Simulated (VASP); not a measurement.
# InGa5P6 (P-4m2) in VASP: a series of runs

InGa5P6 is run at these levels: PBE; tasks: single point, relaxation of cell and atoms.

Program: VASP 6.6.1. These are calculated values, not measurements. Logs are shortened: lines on timing, memory, paths and dates and some standing lists are left out, and cuts for length are marked.

### 1 The cell of the first run

The structure is tetragonal, space group P-4m2 (No. 115). Conventional cell: a = 3.831 Å, b = 3.831 Å, c = 16.251 Å, α = 90.00°, β = 90.00°, γ = 90.00°. In (site symmetry -4m2) has 4 P at 2.35 Å within 3.1 Å. Within 3.1 Å of Ga (site symmetry 2mm) lie 4 P at 2.35 Å. Within 3.1 Å of Ga (site symmetry 2mm) lie 4 P at 2.35 Å. Within 3.1 Å of Ga (site symmetry -4m2) lie 4 P at 2.35 Å. Within 3.1 Å of P (site symmetry 2mm) lie 2 In at 2.35 Å and 2 Ga at 2.35 Å. Within 3.1 Å of P (site symmetry 2mm) lie 4 Ga at 2.35 Å. Within 3.1 Å of P (site symmetry 2mm) lie 4 Ga at 2.35 Å.

### 2 Single point, PBE

File INCAR:

```
SYSTEM = InGa5P6
PREC = Accurate
ENCUT = 520
EDIFF = 1E-7
ISMEAR = 0
SIGMA = 0.1
LREAL = .False.
LASPH = .True.
NELM = 100
ALGO = Normal
ISIF = 2
LWAVE = .False.
LCHARG = .False.
GGA = PE
NBANDS = 66
```

File KPOINTS:

```
Automatic mesh
0
Gamma
  4 4 1
  0 0 0
```

File POSCAR:

```
InGa5P6
1.0
    3.8305040100      0.0000000000      0.0000000000
    0.0000000000      3.8305040100      0.0000000000
    0.0000000000      0.0000000000     16.2514521700
In Ga P
1 5 6
Direct
    0.5000000000      0.5000000000      0.5000000000
    0.0000000000      0.0000000000      0.6666666700
    0.0000000000      0.0000000000      0.3333333300
    0.5000000000      0.5000000000      0.1666666700
    0.0000000000      0.0000000000      0.0000000000
    0.5000000000      0.5000000000      0.8333333300
    0.5000000000      0.0000000000      0.4166666700
    0.0000000000      0.5000000000      0.2500000000
    0.5000000000      0.0000000000      0.0833333300
    0.0000000000      0.5000000000      0.9166666700
    0.5000000000      0.0000000000      0.7500000000
    0.0000000000      0.5000000000      0.5833333300
```

Potentials or basis: VASP PAW PBE potentials, release 64 (In_d, Ga_d, P).

Launch:

```sh
$ cat potpaw_PBE.64/In_d/POTCAR potpaw_PBE.64/Ga_d/POTCAR potpaw_PBE.64/P/POTCAR > POTCAR
$ mpirun -np 1 vasp_std > vasp.out
```

OUTCAR:

```text
SYSTEM = InGa5P6
   PREC = Accurate
   ENCUT = 520
   EDIFF = 1E-7
   ISMEAR = 0
   LREAL = .False.
   LASPH = .True.
   NELM = 100
   ISIF = 2
   GGA = PE

 ion  position               nearest neighbor table
   1  0.500  0.500  0.500-   7 2.35  12 2.35   7 2.35  12 2.35
   2  0.000  0.000  0.667-  11 2.35  11 2.35  12 2.35  12 2.35
   3  0.000  0.000  0.333-   8 2.35   8 2.35   7 2.35   7 2.35
   4  0.500  0.500  0.167-   8 2.35   8 2.35   9 2.35   9 2.35
   5  0.000  0.000  0.000-   9 2.35  10 2.35  10 2.35   9 2.35
   6  0.500  0.500  0.833-  11 2.35  11 2.35  10 2.35  10 2.35
   7  0.500  0.000  0.417-   1 2.35   1 2.35   3 2.35   3 2.35
   8  0.000  0.500  0.250-   3 2.35   4 2.35   3 2.35   4 2.35
   9  0.500  0.000  0.083-   5 2.35   5 2.35   4 2.35   4 2.35
  10  0.000  0.500  0.917-   5 2.35   5 2.35   6 2.35   6 2.35
  11  0.500  0.000  0.750-   2 2.35   6 2.35   6 2.35   2 2.35
  12  0.000  0.500  0.583-   1 2.35   1 2.35   2 2.35   2 2.35

  LATTYP: Found a simple tetragonal cell.
 ALAT       =     3.8305040100
 C/A-ratio  =     4.2426406884

  Lattice vectors:

 A1 = (   3.8305040100,   0.0000000000,   0.0000000000)
 A2 = (   0.0000000000,   3.8305040100,   0.0000000000)
 A3 = (   0.0000000000,   0.0000000000,  16.2514521700)

Analysis of symmetry for initial positions (statically):
=====================================================================
 Subroutine PRICEL returns:
 Original cell was already a primitive cell.

 Routine SETGRP: Setting up the symmetry group for a
 simple tetragonal supercell.

 Subroutine GETGRP returns: Found  8 space group operations
 (whereof  8 operations were pure point group operations)
 out of a pool of 16 trial point group operations.

The static configuration has the point symmetry D_2d.

Analysis of symmetry for dynamics (positions and initial velocities):
=====================================================================
 Subroutine PRICEL returns:
 Original cell was already a primitive cell.

 Routine SETGRP: Setting up the symmetry group for a
 simple tetragonal supercell.

 Subroutine GETGRP returns: Found  8 space group operations
 (whereof  8 operations were pure point group operations)
 out of a pool of 16 trial point group operations.

The dynamic configuration has the point symmetry D_2d.

 Subroutine INISYM returns: Found  8 space group operations
 (whereof  8 operations are pure point group operations),
 and found     1 'primitive' translations

----------------------------------------------------------------------------------------

                                     Primitive cell

  volume of cell :     238.4537

  direct lattice vectors                    reciprocal lattice vectors
     3.830504010  0.000000000  0.000000000     0.261062251  0.000000000  0.000000000
     0.000000000  3.830504010  0.000000000     0.000000000  0.261062251  0.000000000
     0.000000000  0.000000000 16.251452170     0.000000000  0.000000000  0.061532963

  length of vectors
     3.830504010  3.830504010 16.251452170     0.261062251  0.261062251  0.061532963

  position of ions in fractional coordinates (direct lattice)
     0.500000000  0.500000000  0.500000000
     0.000000000  0.000000000  0.666666670
     0.000000000  0.000000000  0.333333330
     0.500000000  0.500000000  0.166666670
     0.000000000  0.000000000  0.000000000
     0.500000000  0.500000000  0.833333330
     0.500000000  0.000000000  0.416666670
     0.000000000  0.500000000  0.250000000
     0.500000000  0.000000000  0.083333330
     0.000000000  0.500000000  0.916666670
     0.500000000  0.000000000  0.750000000
     0.000000000  0.500000000  0.583333330

  ion indices of the primitive-cell ions
   primitive index   ion index
                 1           1
                 2           2
                 3           3
                 4           4
                 5           5
                 6           6
                 7           7
                 8           8
                 9           9
                10          10
                11          11
                12          12

----------------------------------------------------------------------------------------

 KPOINTS: Automatic mesh

Automatic generation of k-mesh.
 Grid dimensions read from file:
 generate k-points for:    4    4    1

 Generating k-lattice:

  Cartesian coordinates                     Fractional coordinates (reciprocal lattice)
     0.065265563  0.000000000  0.000000000     0.250000000  0.000000000  0.000000000
     0.000000000  0.065265563  0.000000000     0.000000000  0.250000000  0.000000000
     0.000000000  0.000000000  0.061532963     0.000000000  0.000000000  1.000000000

  Length of vectors
     0.065265563  0.065265563  0.061532963

  Shift w.r.t. Gamma in fractional coordinates (k-lattice)
     0.000000000  0.000000000  0.000000000

 Subroutine IBZKPT returns following result:
 ===========================================

 Found      6 irreducible k-points:

 Following reciprocal coordinates:
            Coordinates               Weight
  0.000000  0.000000  0.000000      1.000000
  0.250000  0.000000  0.000000      4.000000
  0.500000  0.000000  0.000000      2.000000
  0.250000  0.250000  0.000000      4.000000
  0.500000  0.250000  0.000000      4.000000
  0.500000  0.500000  0.000000      1.000000
   k-points           NKPTS =      6   k-points in BZ     NKDIM =      6   number of bands    NBANDS=     66
   number of dos      NEDOS =    301   number of ions     NIONS =     12
   total plane-waves  NPLWV =  98784
   dimension x,y,z NGX =    28 NGY =   28 NGZ =  126
   dimension x,y,z NGXF=    56 NGYF=   56 NGZF=  252
   ions per type =               1   5   6
   NGX,Y,Z   is equivalent  to a cutoff of  12.15, 12.15, 12.89 a.u.
   NGXF,Y,Z  is equivalent  to a cutoff of  24.30, 24.30, 25.78 a.u.
 SYSTEM =  InGa5P6
   PREC   = accura    normal or accurate (medium, high low for compatibility)
   ISTART =      0    job   : 0-new  1-cont  2-samecut
   ICHARG =      2    charge: 1-file 2-atom 10-const
   ISPIN  =      1    spin polarized calculation?
   LNONCOLLINEAR =      F non collinear calculations
   LSORBIT =      F    spin-orbit coupling
   LASPH  =      T    aspherical Exc in radial PAW
   ENCUT  =  520.0 eV  38.22 Ry    6.18 a.u.   7.12  7.12 30.22*2*pi/ulx,y,z
   NELM   =    100;   NELMIN=  2; NELMDL= -5     # of ELM steps
   EDIFF  = 0.1E-06   stopping-criterion for ELM
   LREAL  =      F    real-space projection
   EDIFFG = 0.1E-05   stopping-criterion for IOM
   NSW    =      0    number of steps for IOM
   IBRION =     -1    ionic relax: 0-MD 1-quasi-New 2-CG
   NFREE  =      0    steps in history (QN), initial steepest desc. (CG)
   ISIF   =      2    stress and relaxation
   ISYM   =      2    0-nonsym 1-usesym 2-fastsym
   POTIM  = 0.5000    time-step for ionic-motion
   TEBEG  =    0.0;   TEEND  =   0.0 temperature during run
   PSTRESS=    0.0 pullay stress
   NELECT =     108.0000    total number of electrons
   NUPDOWN=      -1.0000    fix difference up-down
   EMIN   =  10.00;   EMAX   =-10.00  energy-range for DOS
   EFERMI =   0.00;   METHOD = LEGACY
   ISMEAR =     0;   SIGMA  =   0.10  broadening in eV -4-tet -1-fermi 0-gaus
   EFERMI_NEDOS =   21; number of points for ismear=-14 and -15
   IALGO  =     38    algorithm
   IMIX   =      4    mixing-type and parameters
     AMIX     =   0.40;   BMIX     =  1.00
     AMIX_MAG =   1.60;   BMIX_MAG =  1.00
  volume/ion in A,a.u.               =      19.87       134.10
  Fermi-wavevector in a.u.,A,eV,Ry     =   1.257230  2.375820 21.505740  1.580627
  Thomas-Fermi vector in A             =   2.390899
   LORBIT       =      0    0 simple, 1 ext, 2 COOP (PROOUT), +10 PAW based schemes
   GGA     = PE    functional components
   LHFCALC =     F    Hartree Fock is set to
   AEXX    =    0.0000 exact exchange contribution
   IVDW    =     0    specifies the selected vdW correction
   LEPSILON=     F    determine dielectric tensor
   LRPA    =     F    only Hartree local field effects (RPA)
 non-spin polarized calculation
 Gauss-broadening in eV      SIGMA  =   0.10
  energy-cutoff  :      520.00
  volume of cell :      238.45
 maximum number of plane-waves:      6500
   NGX = 15   NGY = 15   NGZ = 61

 number of electron     108.0000040 magnetization

 Free energy of the ion-electron system (eV)
  ---------------------------------------------------
  ext. energy  EPLUGINS =         0.00000000
  ---------------------------------------------------
  free energy    TOTEN  =       -52.61723771 eV

  energy without entropy =      -52.61723771  energy(sigma->0) =      -52.61723771

 E-fermi :   5.8740     XC(G=0):  -9.9874

 val. band max:        5.4248227076   @ k =   0.0000   0.0000   0.0000
 cond. band min:       6.9570915624   @ k =   0.0000   0.0000   0.0000
 fundamental gap:      1.5322688548
 Fermi energy:         5.8740044395

 k-point     1 :       0.0000    0.0000    0.0000
  band No.  band energies     occupation
      1      -9.5009      2.00000
      2      -9.3474      2.00000
      3      -9.3462      2.00000
      4      -9.2944      2.00000
      5      -9.2816      2.00000
      6      -9.2523      2.00000
[... 58 lines left out ...]
     65       9.2812      0.00000
     66       9.3161      0.00000

 k-point     2 :       0.2500    0.0000    0.0000
  band No.  band energies     occupation
      1      -9.4660      2.00000
      2      -9.3529      2.00000
      3      -9.3366      2.00000
      4      -9.3159      2.00000
      5      -9.3053      2.00000
      6      -9.2818      2.00000
[... 265 lines left out ...]
     65      10.5661      0.00000
     66      10.8164      0.00000

 k-point     6 :       0.5000    0.5000    0.0000
  band No.  band energies     occupation
      1      -9.4716      2.00000
      2      -9.4716      2.00000
      3      -9.3636      2.00000
      4      -9.3636      2.00000
      5      -9.3484      2.00000
      6      -9.3484      2.00000
[... 58 lines left out ...]
     65       9.0672      0.00000
     66       9.4842      0.00000

------------------------ aborting loop because EDIFF is reached ----------------------------------------

  FORCE on cell =-STRESS in cart. coord.  units (eV):
  Direction    XX          YY          ZZ          XY          YZ          ZX
  --------------------------------------------------------------------------------------
  -------------------------------------------------------------------------------------
  Total       13.9107947     13.9107947     12.3490341      0.0000000      0.0000000      0.0000000
  in kB       93.4670438     93.4670438     82.9735277      0.0000000      0.0000000      0.0000000
  external PRESSURE =      89.9692051 kB  Pullay stress =       0.0000000 kB

 VOLUME and BASIS-vectors are now :
 -----------------------------------------------------------------------------
  energy-cutoff  :      520.00
  volume of cell :      238.45
      direct lattice vectors                 reciprocal lattice vectors
     3.830504010  0.000000000  0.000000000     0.261062251  0.000000000  0.000000000
     0.000000000  3.830504010  0.000000000     0.000000000  0.261062251  0.000000000
     0.000000000  0.000000000 16.251452170     0.000000000  0.000000000  0.061532963

 POSITION                                       TOTAL-FORCE (eV/Angst)
 -----------------------------------------------------------------------------------
      1.91525      1.91525      8.12573        -0.000000      0.000000      0.000000
      0.00000      0.00000     10.83430        -0.000000     -0.000000      0.121107
      0.00000      0.00000      5.41715        -0.000000     -0.000000     -0.121107
      1.91525      1.91525      2.70858        -0.000000      0.000000      0.001863
      0.00000      0.00000      0.00000         0.000000     -0.000000      0.000000
      1.91525      1.91525     13.54288        -0.000000      0.000000     -0.001863
      1.91525      0.00000      6.77144        -0.000000     -0.000000     -2.302631
      0.00000      1.91525      4.06286        -0.000000     -0.000000     -0.006042
      1.91525      0.00000      1.35429        -0.000000     -0.000000     -0.001370
      0.00000      1.91525     14.89716        -0.000000     -0.000000      0.001370
      1.91525      0.00000     12.18859        -0.000000     -0.000000      0.006042
      0.00000      1.91525      9.48001        -0.000000     -0.000000      2.302631
 -----------------------------------------------------------------------------------
    total drift:                                0.000000      0.000000      0.000000

  FREE ENERGIE OF THE ION-ELECTRON SYSTEM (eV)
  ---------------------------------------------------
  free  energy   TOTEN  =       -52.6172377060 eV

  energy  without entropy=      -52.6172377060  energy(sigma->0) =      -52.61723771
```

Run time: 2.1 min. Hardware: 1 thread of Intel Xeon 6975P-C, shared host; peak memory 0.34 GiB.

Results:

| Property | Result |
| --- | --- |
| Free energy | -52.6172 eV |
| Pressure | 9.0 GPa |
| Largest force | 2.303 eV/Å |
| Band gap on the k mesh | 1.53 eV, direct |

Forces on the atoms (eV/Å):
```
In   0.000  0.000  0.000
Ga   0.000  0.000  0.121
Ga   0.000  0.000 -0.121
Ga   0.000  0.000  0.002
Ga   0.000  0.000  0.000
Ga   0.000  0.000 -0.002
P    0.000  0.000 -2.303
P    0.000  0.000 -0.006
P    0.000  0.000 -0.001
P    0.000  0.000  0.001
P    0.000  0.000  0.006
P    0.000  0.000  2.303
```

Levels at points of the mesh, in eV from the valence-band top:
```
           k point  band 51  band 52  band 53  band 54  band 55  band 56  band 57  band 58
(0.00, 0.00, 0.00)    -1.02    -0.01     0.00     0.00     1.53     1.63     1.67     1.75
(0.50, 0.00, 0.00)    -1.27    -1.23    -1.23    -1.08     2.14     2.20     2.24     2.57
(0.50, 0.50, 0.00)    -2.88    -2.85    -2.85    -2.81     1.54     1.54     1.71     1.90
```

Caveat: spin-orbit coupling is left out, which moves the levels of the heavy elements; forces of over 1 eV/Å act on the atoms, so gaps and moduli don't describe the material at rest. A hybrid or GW would open this gap; PBE tends to underestimate it.

(Continued in part 2 of 2.)
